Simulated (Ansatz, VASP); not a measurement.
One calculation of RbBr, two programs

```xyz
2
Lattice="0.0000 3.3590 3.4275 3.3590 0.0000 3.4275 3.3590 3.3590 0.0000" Properties=species:S:1:pos:R:3 pbc="T T T"
Rb    0.0000    0.0000    0.0000
Br    3.3590    3.3590    3.4275
```

Change from the starting cell: equal xx and yy strain of -2 %, crystal datasets.

Alike in both runs: task electric field gradients; functional PBEsol; k mesh 7 × 7 × 7; occupations fermi-dirac, width 0.03 eV; no spin polarisation.

```csv
,VASP,Ansatz
version,VASP 6.6.1,Ansatz 0.2.0
potentials or method,"VASP PAW PBE potentials, release 64 (Rb_sv, Br), cutoff 520 eV","all-electron PAW with datasets made for the crystal, scalar-relativistic"
```

```csv
,VASP,Ansatz,Ansatz less VASP
gap on the k mesh at the Fermi level (eV),4.29,4.30,+0.003
pressure (GPa),0.6,0.6,-0.05
"traceless stress, the component that is largest in VASP (GPa)",-0.47,-0.46,+0.008
size of Vzz on the site where it differs most (V/Å²),6.7,7.8,+1.02
```

VASP's potentials were made for PBE, not for PBEsol. Ansatz ran all-electron here, and VASP with PAW potentials.
